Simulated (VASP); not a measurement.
# K (Cmcm) in VASP: single point with PBEsol

Aim: the single point of K with PBEsol.

Program: VASP 6.6.1. These are calculated values, not measurements. Logs are shortened: lines on timing, memory, paths and dates and some standing lists are left out, and cuts for length are marked.

## (1) The cell of the first run

It takes space group Cmcm (No. 63, orthorhombic). The conventional cell has a = 5.005 Å, b = 8.434 Å, c = 7.844 Å, α = 90.00°, β = 90.00°, γ = 90.00°.

## (2) Single point, PBEsol (strained)

INCAR

```
  PREC = Accurate
  ENCUT = 520
  EDIFF = 1E-6
  ISMEAR = 0
  SIGMA = 0.1
  LREAL = F
  LASPH = T
  NELM = 80
  ALGO = Fast
  ISIF = 2
  LWAVE = F
  LCHARG = F
  GGA = PS
  NBANDS = 16
```

KPOINTS

```
Automatic mesh
0
Gamma
  10 10 6
```

POSCAR

```
K
1.0
    2.5026658708     -4.2168815190      0.0000000000
    2.5026658708      4.2168815190      0.0000000000
    0.0000000000      0.0000000000      7.8444513257
K
2
Direct
    0.8391424711      0.1608575289      0.2500000000
    0.1608575289      0.8391424711      0.7500000000
```

Potentials or basis: VASP PAW PBE potentials, release 64 (K_sv).

The run is started by

```console
$ cat potpaw_PBE.64/K_sv/POTCAR > POTCAR
$ mpirun -np 1 vasp_std > vasp.out
```

OUTCAR:

```text
PREC = Accurate
   ENCUT = 520
   EDIFF = 1E-6
   ISMEAR = 0
   LREAL = F
   LASPH = T
   NELM = 80
   ISIF = 2
   GGA = PS

 ion  position               nearest neighbor table
   1  0.839  0.161  0.250-
   2  0.161  0.839  0.750-

  LATTYP: Found a base centered orthorhombic cell.
 ALAT       =     5.0053317416
 B/A-ratio  =     1.6849558578
 C/A-ratio  =     1.5672190637

  Lattice vectors:

 A1 = (   2.5026658708,  -4.2168815190,   0.0000000000)
 A2 = (   2.5026658708,   4.2168815190,   0.0000000000)
 A3 = (   0.0000000000,   0.0000000000,   7.8444513257)

Analysis of symmetry for initial positions (statically):
=====================================================================
 Subroutine PRICEL returns:
 Original cell was already a primitive cell.

 Routine SETGRP: Setting up the symmetry group for a
 base centered orthorhombic supercell.

 Subroutine GETGRP returns: Found  8 space group operations
 (whereof  4 operations were pure point group operations)
 out of a pool of  8 trial point group operations.

The static configuration has the point symmetry C_2h.
 The point group associated with its full space group is D_2h.

Analysis of symmetry for dynamics (positions and initial velocities):
=====================================================================
 Subroutine PRICEL returns:
 Original cell was already a primitive cell.

 Routine SETGRP: Setting up the symmetry group for a
 base centered orthorhombic supercell.

 Subroutine GETGRP returns: Found  8 space group operations
 (whereof  4 operations were pure point group operations)
 out of a pool of  8 trial point group operations.

The dynamic configuration has the point symmetry C_2h.
 The point group associated with its full space group is D_2h.

 Subroutine INISYM returns: Found  8 space group operations
 (whereof  4 operations are pure point group operations),
 and found     1 'primitive' translations

----------------------------------------------------------------------------------------

                                     Primitive cell

  volume of cell :     165.5720

  direct lattice vectors                    reciprocal lattice vectors
     2.502665871 -4.216881519  0.000000000     0.199786958 -0.118571034  0.000000000
     2.502665871  4.216881519  0.000000000     0.199786958  0.118571034  0.000000000
     0.000000000  0.000000000  7.844451326     0.000000000  0.000000000  0.127478642

  length of vectors
     4.903613587  4.903613587  7.844451326     0.232322875  0.232322875  0.127478642

  position of ions in fractional coordinates (direct lattice)
     0.839142471  0.160857529  0.250000000
     0.160857529  0.839142471  0.750000000

  ion indices of the primitive-cell ions
   primitive index   ion index
                 1           1
                 2           2

----------------------------------------------------------------------------------------

 KPOINTS: Automatic mesh

Automatic generation of k-mesh.
 Grid dimensions read from file:
 generate k-points for:   10   10    6

 Generating k-lattice:

  Cartesian coordinates                     Fractional coordinates (reciprocal lattice)
     0.019978696 -0.011857103  0.000000000     0.100000000  0.000000000  0.000000000
     0.019978696  0.011857103  0.000000000     0.000000000  0.100000000  0.000000000
     0.000000000  0.000000000  0.021246440     0.000000000  0.000000000  0.166666667

  Length of vectors
     0.023232288  0.023232288  0.021246440

  Shift w.r.t. Gamma in fractional coordinates (k-lattice)
     0.000000000  0.000000000  0.000000000

 Subroutine IBZKPT returns following result:
 ===========================================

 Found    124 irreducible k-points:

 Following reciprocal coordinates:
            Coordinates               Weight
  0.000000  0.000000  0.000000      1.000000
  0.100000  0.000000  0.000000      4.000000
  0.200000  0.000000  0.000000      4.000000
  0.300000  0.000000  0.000000      4.000000
  0.400000  0.000000  0.000000      4.000000
  0.500000  0.000000  0.000000      2.000000
[... 16 lines left out ...]
  0.300000  0.300000  0.000000      2.000000
  0.400000  0.300000  0.000000      4.000000
 [... further k-points ...]
   k-points           NKPTS =    124   k-points in BZ     NKDIM =    124   number of bands    NBANDS=     16
   number of dos      NEDOS =    301   number of ions     NIONS =      2
   total plane-waves  NPLWV =  77760
   dimension x,y,z NGX =    36 NGY =   36 NGZ =   60
   dimension x,y,z NGXF=    72 NGYF=   72 NGZF=  120
   ions per type =               2
   NGX,Y,Z   is equivalent  to a cutoff of  12.20, 12.20, 12.72 a.u.
   NGXF,Y,Z  is equivalent  to a cutoff of  24.41, 24.41, 25.43 a.u.
 SYSTEM =  unknown system
   PREC   = accura    normal or accurate (medium, high low for compatibility)
   ISTART =      0    job   : 0-new  1-cont  2-samecut
   ICHARG =      2    charge: 1-file 2-atom 10-const
   ISPIN  =      1    spin polarized calculation?
   LNONCOLLINEAR =      F non collinear calculations
   LSORBIT =      F    spin-orbit coupling
   LASPH  =      T    aspherical Exc in radial PAW
   ENCUT  =  520.0 eV  38.22 Ry    6.18 a.u.   9.12  9.12 14.59*2*pi/ulx,y,z
   NELM   =     80;   NELMIN=  2; NELMDL= -5     # of ELM steps
   EDIFF  = 0.1E-05   stopping-criterion for ELM
   LREAL  =      F    real-space projection
   EDIFFG = 0.1E-04   stopping-criterion for IOM
   NSW    =      0    number of steps for IOM
   IBRION =     -1    ionic relax: 0-MD 1-quasi-New 2-CG
   NFREE  =      0    steps in history (QN), initial steepest desc. (CG)
   ISIF   =      2    stress and relaxation
   ISYM   =      2    0-nonsym 1-usesym 2-fastsym
   POTIM  = 0.5000    time-step for ionic-motion
   TEBEG  =    0.0;   TEEND  =   0.0 temperature during run
   PSTRESS=    0.0 pullay stress
   NELECT =      18.0000    total number of electrons
   NUPDOWN=      -1.0000    fix difference up-down
   EMIN   =  10.00;   EMAX   =-10.00  energy-range for DOS
   EFERMI =   0.00;   METHOD = LEGACY
   ISMEAR =     0;   SIGMA  =   0.10  broadening in eV -4-tet -1-fermi 0-gaus
   EFERMI_NEDOS =   21; number of points for ismear=-14 and -15
   IALGO  =     68    algorithm
   IMIX   =      4    mixing-type and parameters
     AMIX     =   0.40;   BMIX     =  1.00
     AMIX_MAG =   1.60;   BMIX_MAG =  1.00
  volume/ion in A,a.u.               =      82.79       558.67
  Fermi-wavevector in a.u.,A,eV,Ry     =   0.781334  1.476507  8.306123  0.610483
  Thomas-Fermi vector in A             =   1.884830
   LORBIT       =      0    0 simple, 1 ext, 2 COOP (PROOUT), +10 PAW based schemes
   GGA     = PS    functional components
   LHFCALC =     F    Hartree Fock is set to
   AEXX    =    0.0000 exact exchange contribution
   IVDW    =     0    specifies the selected vdW correction
   LEPSILON=     F    determine dielectric tensor
   LRPA    =     F    only Hartree local field effects (RPA)
 non-spin polarized calculation
 RMM-DIIS sequential band-by-band and
 Gauss-broadening in eV      SIGMA  =   0.10
  energy-cutoff  :      520.00
  volume of cell :      165.57
 maximum number of plane-waves:      4496
   NGX = 19   NGY = 19   NGZ = 29

 number of electron      17.9999998 magnetization

 Free energy of the ion-electron system (eV)
  ---------------------------------------------------
  ext. energy  EPLUGINS =         0.00000000
  ---------------------------------------------------
  free energy    TOTEN  =        -2.23671620 eV

  energy without entropy =       -2.22952867  energy(sigma->0) =       -2.23312244

 E-fermi :  -0.4116     XC(G=0):  -5.4101

 val. band max:       -0.4415379063   @ k =   0.5000   0.3000   0.3333
 cond. band min:      -0.4046182395   @ k =   0.4000   0.0000   0.5000
 fundamental gap:      0.0369196668
 Fermi energy:        -0.4115802309

 k-point     1 :       0.0000    0.0000    0.0000
  band No.  band energies     occupation
      1     -32.4754      2.00000
      2     -32.4730      2.00000
      3     -16.0387      2.00000
      4     -16.0001      2.00000
      5     -15.9983      2.00000
      6     -15.9921      2.00000
[... 8 lines left out ...]
     15       3.7863      0.00000
     16       4.0846      0.00000

 k-point     2 :       0.1000    0.0000    0.0000
  band No.  band energies     occupation
      1     -32.4752      2.00000
      2     -32.4729      2.00000
      3     -16.0374      2.00000
      4     -16.0021      2.00000
      5     -16.0000      2.00000
      6     -15.9949      2.00000
[... 8 lines left out ...]
     15       3.9284      0.00000
     16       4.1026      0.00000

 k-point     3 :       0.2000    0.0000    0.0000
  band No.  band energies     occupation
      1     -32.4748      2.00000
      2     -32.4727      2.00000
      3     -16.0336      2.00000
      4     -16.0090      2.00000
      5     -16.0033      2.00000
      6     -16.0016      2.00000
[... 8 lines left out ...]
     15       3.6973      0.00000
     16       3.9289      0.00000

 k-point     4 :       0.3000    0.0000    0.0000
  band No.  band energies     occupation
      1     -32.4742      2.00000
      2     -32.4726      2.00000
      3     -16.0284      2.00000
      4     -16.0181      2.00000
      5     -16.0117      2.00000
      6     -16.0050      2.00000
[... 8 lines left out ...]
     15       3.6927      0.00000
     16       3.8479      0.00000
[... 324 lines left out ...]
 k-point    22 :      -0.2000    0.2000    0.0000
  band No.  band energies     occupation
      1     -32.4747      2.00000
      2     -32.4727      2.00000
      3     -16.0328      2.00000
      4     -16.0109      2.00000
      5     -16.0032      2.00000
      6     -16.0023      2.00000
[... 8 lines left out ...]
     15       3.5242      0.00000
     16       3.8524      0.00000

 k-point    23 :       0.3000    0.3000    0.0000
  band No.  band energies     occupation
      1     -32.4731      2.00000
      2     -32.4726      2.00000
      3     -16.0231      2.00000
      4     -16.0167      2.00000
      5     -16.0161      2.00000
      6     -16.0157      2.00000
[... 8 lines left out ...]
     15       2.3608      0.00000
     16       3.2862      0.00000

 k-point    24 :       0.4000    0.3000    0.0000
  band No.  band energies     occupation
      1     -32.4730      2.00000
      2     -32.4726      2.00000
      3     -16.0251      2.00000
      4     -16.0193      2.00000
      5     -16.0144      2.00000
      6     -16.0138      2.00000
[... 8 lines left out ...]
     15       2.4261      0.00000
     16       3.1819      0.00000

 [... further k-points ...]

------------------------ aborting loop because EDIFF is reached ----------------------------------------

  FORCE on cell =-STRESS in cart. coord.  units (eV):
  Direction    XX          YY          ZZ          XY          YZ          ZX
  --------------------------------------------------------------------------------------
  -------------------------------------------------------------------------------------
  Total       -0.5314284     -0.3976798     -0.3925431      0.0000000      0.0000000      0.0000000
  in kB       -5.1424312     -3.8481967     -3.7984907      0.0000000      0.0000000      0.0000000
  external PRESSURE =      -4.2630395 kB  Pullay stress =       0.0000000 kB

 VOLUME and BASIS-vectors are now :
 -----------------------------------------------------------------------------
  energy-cutoff  :      520.00
  volume of cell :      165.57
      direct lattice vectors                 reciprocal lattice vectors
     2.502665871 -4.216881519  0.000000000     0.199786958 -0.118571034  0.000000000
     2.502665871  4.216881519  0.000000000     0.199786958  0.118571034  0.000000000
     0.000000000  0.000000000  7.844451326     0.000000000  0.000000000  0.127478642

 POSITION                                       TOTAL-FORCE (eV/Angst)
 -----------------------------------------------------------------------------------
      2.50267     -2.86025      1.96111         0.000000      0.012784      0.000000
      2.50267      2.86025      5.88334         0.000000     -0.012784      0.000000
 -----------------------------------------------------------------------------------
    total drift:                                0.000000      0.000000      0.000000

  FREE ENERGIE OF THE ION-ELECTRON SYSTEM (eV)
  ---------------------------------------------------
  free  energy   TOTEN  =        -2.2367161998 eV

  energy  without entropy=       -2.2295286715  energy(sigma->0) =       -2.23312244
```

Run time: 7.5 min. Hardware: 1 thread of Intel Xeon 8259CL, shared host; peak memory 0.43 GiB.

Results:

```yaml
Free_energy: -2.2367 eV
Pressure: -0.4 GPa
Largest_force: 0.013 eV/Å
Band_gap_on_the_k_mesh: zero (bands 9 and 10 overlap by 2.23 eV)
```

Forces on the atoms (eV/Å):
```
K    0.000  0.013  0.000
K    0.000 -0.013  0.000
```

Stress tensor (GPa, compression positive):
```
-0.51  0.00  0.00
 0.00 -0.38  0.00
 0.00  0.00 -0.38
```

Caveat: the cell differs from its parent crystal (strained); the PAW data sets were made with another functional, which shifts forces and pressure a little.
